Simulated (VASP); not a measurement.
# HfN in VASP: a series of runs, part 2 of 2

VASP 6.6.1. Earlier steps stand in the parts before.

### Step 4. Single point, PBE (mode 5 frozen in at -0.097 Å, normal strain along y +0.0700)

Input file INCAR:

```
SYSTEM = HfN
ALGO = Normal
EDIFF = 1E-6
ENCUT = 520
GGA = PE
ISIF = 2
ISMEAR = 0
LASPH = .True.
LCHARG = .False.
LREAL = .False.
LWAVE = .False.
NBANDS = 14
NELM = 100
PREC = Accurate
SIGMA = 0.15
```

Input file KPOINTS:

```
k-points
0
Gamma
  16 16 16
  0 0 0
```

Input file POSCAR:

```
HfN
1.0
    0.0000000000      2.4329810243      2.2738140414
    2.2738140414      0.0000000000      2.2738140414
    2.2738140414      2.4329810243      0.0000000000
Hf N
1 1
Direct
    0.0016738745     -0.0016738745      0.0016738745
    0.4786701994      0.5213298006      0.4786701994
```

Potentials or basis: VASP PAW PBE potentials, release 64 (Hf_pv, N).

On the command line:

```sh
> cat potpaw_PBE.64/Hf_pv/POTCAR potpaw_PBE.64/N/POTCAR > POTCAR
> mpirun -np 1 vasp_std > vasp.out
```

OUTCAR:

```text
SYSTEM = HfN
   EDIFF = 1E-6
   ENCUT = 520
   GGA = PE
   ISIF = 2
   ISMEAR = 0
   LASPH = .True.
   LREAL = .False.
   NELM = 100
   PREC = Accurate

 ion  position               nearest neighbor table
   1  0.002  0.998  0.002-   2 2.28   2 2.28   2 2.28   2 2.28   2 2.32   2 2.54
   2  0.479  0.521  0.479-   1 2.28   1 2.28   1 2.28   1 2.28   1 2.32   1 2.54

  LATTYP: Found a body centered tetragonal cell.
 ALAT       =     3.2156586557
 C/A-ratio  =     1.5132085117

  Lattice vectors:

 A1 = (   0.0000000000,  -2.4329810243,   2.2738140414)
[... 588 lines left out ...]
     11       8.8015      0.00000
     12      10.0922      0.00000
     13      10.8876      0.00000
     14      17.6907      0.00000

 [... further k-points ...]
[... 5 lines left out ...]
  --------------------------------------------------------------------------------------
  -------------------------------------------------------------------------------------
  Total       -1.4049026     -3.9899317     -1.4049026      0.0000000     -0.0000000      0.0000000
  in kB      -89.4701588   -254.0957734    -89.4701588      0.0000000     -0.0000000      0.0000000
  external PRESSURE =    -144.3453636 kB  Pullay stress =       0.0000000 kB

 VOLUME and BASIS-vectors are now :
 -----------------------------------------------------------------------------
  energy-cutoff  :      520.00
  volume of cell :       25.16
      direct lattice vectors                 reciprocal lattice vectors
     0.000000000  2.432981024  2.273814041    -0.219894851  0.205509207  0.219894851
     2.273814041  0.000000000  2.273814041     0.219894851 -0.205509207  0.219894851
     2.273814041  2.432981024  0.000000000     0.219894851  0.205509207 -0.219894851

 POSITION                                       TOTAL-FORCE (eV/Angst)
 -----------------------------------------------------------------------------------
      2.27381      0.00815      2.27381         0.000000     -0.463834      0.000000
      2.27381      2.32919      2.27381         0.000000      0.463834      0.000000
 -----------------------------------------------------------------------------------
    total drift:                               -0.000004     -0.000029     -0.000004

  FREE ENERGIE OF THE ION-ELECTRON SYSTEM (eV)
  ---------------------------------------------------
  free  energy   TOTEN  =       -21.5575561818 eV

  energy  without entropy=      -21.5499705112  energy(sigma->0) =      -21.55376335
```

OSZICAR:

```text
N       E                     dE             d eps       ncg     rms          rms(c)
DAV:   1     0.384520992333E+02    0.38452E+02   -0.77172E+03  9788   0.996E+02
DAV:   2    -0.224974697220E+02   -0.60950E+02   -0.57049E+02 13016   0.233E+02
DAV:   3    -0.246181779449E+02   -0.21207E+01   -0.21109E+01 11260   0.356E+01
DAV:   4    -0.246271586919E+02   -0.89807E-02   -0.89781E-02 11596   0.272E+00
DAV:   5    -0.246272230178E+02   -0.64326E-04   -0.64325E-04 11320   0.200E-01    0.425E+01
DAV:   6    -0.217117872125E+02    0.29154E+01   -0.89135E+00 10642   0.220E+01    0.374E+01
DAV:   7    -0.215938017011E+02    0.11799E+00   -0.50978E-01 11566   0.625E+00    0.251E+01
DAV:   8    -0.215669945549E+02    0.26807E-01   -0.17545E-01 11014   0.353E+00    0.676E+00
DAV:   9    -0.215576238519E+02    0.93707E-02   -0.24347E-02 10768   0.125E+00    0.194E+00
DAV:  10    -0.215575844784E+02    0.39374E-04   -0.11049E-03 13402   0.313E-01    0.364E-01
DAV:  11    -0.215575567897E+02    0.27689E-04   -0.66755E-05 11200   0.775E-02    0.792E-02
DAV:  12    -0.215575561818E+02    0.60797E-06   -0.66464E-06 12760   0.215E-02
   1 F= -.21557556E+02 E0= -.21553763E+02  d E =-.758567E-02
```

stdout:

```text
POSCAR found type information on POSCAR HfN
 POSCAR found :  2 types and       2 ions
 scaLAPACK will be used
 LDA part: xc-table for (Slater+PW92), standard interpolation
 POSCAR, INCAR and KPOINTS ok, starting setup
 FFT: planning ... GRIDC
 FFT: planning ... GRID_SOFT
 FFT: planning ... GRID
 WAVECAR not read
 entering main loop
```

Wall time 79 s (1 thread of Intel Xeon 6975P-C, shared host); peak memory 0.26 GiB.

Results:

```yaml
Free_energy: -21.5576 eV
Pressure: -14.4 GPa
Largest_force: 0.464 eV/Å
```

Forces on the atoms (eV/Å):
```
Hf   0.000 -0.464  0.000
N    0.000  0.464  0.000
```

Stress tensor (GPa, compression positive):
```
 -8.95   0.00   0.00
  0.00 -25.41   0.00
  0.00   0.00  -8.95
```

Caveat: the cell differs from its parent crystal (mode 5 frozen in at -0.097 Å, normal strain along y +0.0700); spin-orbit coupling is left out, which moves the levels of the heavy elements.

### Step 5. Single point, PBE (mode 5 frozen in at -0.078 Å, normal strain along y +0.0700)

Input file INCAR:

```
  PREC = Accurate
  ENCUT = 520
  EDIFF = 1E-7
  ISMEAR = 0
  SIGMA = 0.15
  LREAL = False
  LASPH = True
  NELM = 80
  ALGO = Normal
  ISIF = 2
  LWAVE = False
  LCHARG = False
  GGA = PE
  NBANDS = 14
```

Input file KPOINTS:

```
regular mesh
0
Gamma
  16 16 16
```

Input file POSCAR:

```
HfN
1.0
    0.0000000000      2.4329810243      2.2738140414
    2.2738140414      0.0000000000      2.2738140414
    2.2738140414      2.4329810243      0.0000000000
Hf N
1 1
Direct
    0.0013390996     -0.0013390996      0.0013390996
    0.4829361596      0.5170638404      0.4829361596
```

On the command line:

```sh
> cat potpaw_PBE.64/Hf_pv/POTCAR potpaw_PBE.64/N/POTCAR > POTCAR
> mpirun -np 1 vasp_std > vasp.out
```

It took 86 s on 1 thread of Intel Xeon 6975P-C, shared host; peak memory 0.26 GiB.

The run converged. Its results:

| Item | Value |
| --- | --- |
| Free energy | -21.5669 eV |
| Pressure | -14.7 GPa |
| Largest force | 0.369 eV/Å |

Forces on the atoms (eV/Å):
```
Hf   0.000 -0.369  0.000
N    0.000  0.369  0.000
```

Stress tensor (GPa, compression positive):
```
 -8.91   0.00   0.00
  0.00 -26.34   0.00
  0.00   0.00  -8.91
```

Levels at points of the mesh, in eV from the Fermi level:
```
           k point  band 6  band 7  band 8  band 9  band 10  band 11
(0.00, 0.00, 0.00)   -2.95   -2.95   -0.75    0.05     0.05     0.18
(0.50, 0.00, 0.00)   -5.82   -5.78    2.87    3.13     3.39     4.00
(0.50, 0.50, 0.00)   -4.13   -3.82   -2.96    3.20     4.38     5.08
(0.50, 0.00, 0.50)   -3.46   -3.46   -3.34    3.67     4.60     4.81
```

Caveat: the cell differs from its parent crystal (mode 5 frozen in at -0.078 Å, normal strain along y +0.0700); spin-orbit coupling is left out, which moves the levels of the heavy elements.

### Step 6. Single point, PBE (mode 5 frozen in at -0.039 Å, normal strain along y +0.0700)

Input file INCAR:

```
SYSTEM = HfN
PREC = Accurate
ENCUT = 520
EDIFF = 1E-6
ISMEAR = 0
SIGMA = 0.15
LREAL = .FALSE.
LASPH = .TRUE.
NELM = 100
ALGO = Normal
ISIF = 2
LWAVE = .FALSE.
LCHARG = .FALSE.
GGA = PE
NBANDS = 14
```

Input file KPOINTS:

```
regular mesh
0
G
  16 16 16
  0 0 0
```

Input file POSCAR:

```
HfN
1.0
    0.0000000000      2.4329810243      2.2738140414
    2.2738140414      0.0000000000      2.2738140414
    2.2738140414      2.4329810243      0.0000000000
Hf N
1 1
Direct
    0.0006695498     -0.0006695498      0.0006695498
    0.4914680798      0.5085319202      0.4914680798
```

Potentials or basis: VASP PAW PBE potentials, release 64 (Hf_pv, N).

On the command line:

```sh
> cat potpaw_PBE.64/Hf_pv/POTCAR potpaw_PBE.64/N/POTCAR > POTCAR
> mpirun -np 1 vasp_std > vasp.out
```

Run time: 77 s. Hardware: 1 thread of Intel Xeon 6975P-C, shared host; peak memory 0.25 GiB.

The run converged. Its results:

- Free energy: -21.5793 eV
- Pressure: -15.1 GPa
- Largest force: 0.185 eV/Å

Forces in eV/Å, atoms in the order of the input:
```
Hf   0.000 -0.185  0.000
N    0.000  0.185  0.000
```

Stress tensor (GPa, compression positive):
```
 -8.82   0.00   0.00
  0.00 -27.58   0.00
  0.00   0.00  -8.82
```

Levels at points of the mesh, in eV from the Fermi level:
| k point | band 4 | band 5 | band 6 | band 7 | band 8 | band 9 | band 10 | band 11 | band 12 | band 13 |
| --- | --- | --- | --- | --- | --- | --- | --- | --- | --- | --- |
| (0.00, 0.00, 0.00) | -17.03 | -3.10 | -2.89 | -2.89 | -0.76 | -0.04 | -0.04 | 0.10 | 2.20 | 2.30 |
| (0.50, 0.00, 0.00) | -14.73 | -8.41 | -5.83 | -5.79 | 2.88 | 3.12 | 3.50 | 3.94 | 6.87 | 8.55 |
| (0.50, 0.50, 0.00) | -15.97 | -5.19 | -3.86 | -3.81 | -3.26 | 3.19 | 4.37 | 5.09 | 5.32 | 7.23 |
| (0.50, 0.00, 0.50) | -16.04 | -5.76 | -3.46 | -3.46 | -3.35 | 3.66 | 4.64 | 4.80 | 4.80 | 6.53 |

Caveat: the cell differs from its parent crystal (mode 5 frozen in at -0.039 Å, normal strain along y +0.0700); spin-orbit coupling is left out, which moves the levels of the heavy elements.

### Step 7. Single point, PBE (mode 5 frozen in at +0.000 Å, normal strain along y +0.0700)

Input file INCAR:

```
SYSTEM = HfN
PREC = Accurate ; ENCUT = 520
EDIFF = 1E-7 ; ISMEAR = 0
SIGMA = 0.15 ; LREAL = .FALSE.
LASPH = .TRUE. ; NELM = 80
ALGO = Normal ; ISIF = 2
LWAVE = .FALSE. ; LCHARG = .TRUE.
GGA = PE ; LELF = .TRUE.
LVHAR = .TRUE. ; NBANDS = 14
```

KPOINTS is that of step 6.

Input file POSCAR:

```
HfN
1.0
    0.0000000000      2.4329810243      2.2738140414
    2.2738140414      0.0000000000      2.2738140414
    2.2738140414      2.4329810243      0.0000000000
Hf N
1 1
Direct
    0.0000000000      0.0000000000      0.0000000000
    0.5000000000      0.5000000000      0.5000000000
```

Potentials or basis: VASP PAW PBE potentials, release 64 (Hf_pv, N).

On the command line:

```sh
> cat potpaw_PBE.64/Hf_pv/POTCAR potpaw_PBE.64/N/POTCAR > POTCAR
> mpirun -np 1 vasp_std > vasp.out
```

OUTCAR:

```text
SYSTEM = HfN
   PREC = Accurate
   ENCUT = 520
   EDIFF = 1E-7
   ISMEAR = 0
   LREAL = .FALSE.
   LASPH = .TRUE.
   NELM = 80
   ISIF = 2
   GGA = PE

 ion  position               nearest neighbor table
   1  0.000  0.000  0.000-   2 2.27   2 2.27   2 2.27   2 2.27   2 2.43   2 2.43
   2  0.500  0.500  0.500-   1 2.27   1 2.27   1 2.27   1 2.27   1 2.43   1 2.43

  LATTYP: Found a body centered tetragonal cell.
 ALAT       =     3.2156586557
 C/A-ratio  =     1.5132085117

  Lattice vectors:

 A1 = (   0.0000000000,  -2.4329810243,   2.2738140414)
 A2 = (   0.0000000000,  -2.4329810243,  -2.2738140414)
 A3 = (   2.2738140414,   2.4329810243,   0.0000000000)
[... 588 lines left out ...]
     13      10.8040      0.00000
     14      17.7139      0.00000

 [... further k-points ...]
[... 5 lines left out ...]
  --------------------------------------------------------------------------------------
  -------------------------------------------------------------------------------------
  Total       -1.3825453     -4.3983189     -1.3825453      0.0000000      0.0000000      0.0000000
  in kB      -88.0463509   -280.1035999    -88.0463509      0.0000000      0.0000000      0.0000000
  external PRESSURE =    -152.0654339 kB  Pullay stress =       0.0000000 kB

 VOLUME and BASIS-vectors are now :
 -----------------------------------------------------------------------------
  energy-cutoff  :      520.00
  volume of cell :       25.16
      direct lattice vectors                 reciprocal lattice vectors
     0.000000000  2.432981024  2.273814041    -0.219894851  0.205509207  0.219894851
     2.273814041  0.000000000  2.273814041     0.219894851 -0.205509207  0.219894851
     2.273814041  2.432981024  0.000000000     0.219894851  0.205509207 -0.219894851

 POSITION                                       TOTAL-FORCE (eV/Angst)
 -----------------------------------------------------------------------------------
      0.00000      0.00000      0.00000         0.000000     -0.000000     -0.000000
      2.27381      2.43298      2.27381         0.000000      0.000000      0.000000
 -----------------------------------------------------------------------------------
    total drift:                                0.000000      0.000000      0.000000

  FREE ENERGIE OF THE ION-ELECTRON SYSTEM (eV)
  ---------------------------------------------------
  free  energy   TOTEN  =       -21.5834270526 eV

  energy  without entropy=      -21.5751398384  energy(sigma->0) =      -21.57928345
```

Wall time 90 s (1 thread of Intel Xeon 6975P-C, shared host); peak memory 0.25 GiB.

What came out:

```yaml
Free_energy: -21.5834 eV
Pressure: -15.2 GPa
```

Caveat: the cell differs from its parent crystal (mode 5 frozen in at +0.000 Å, normal strain along y +0.0700); spin-orbit coupling is left out, which moves the levels of the heavy elements.
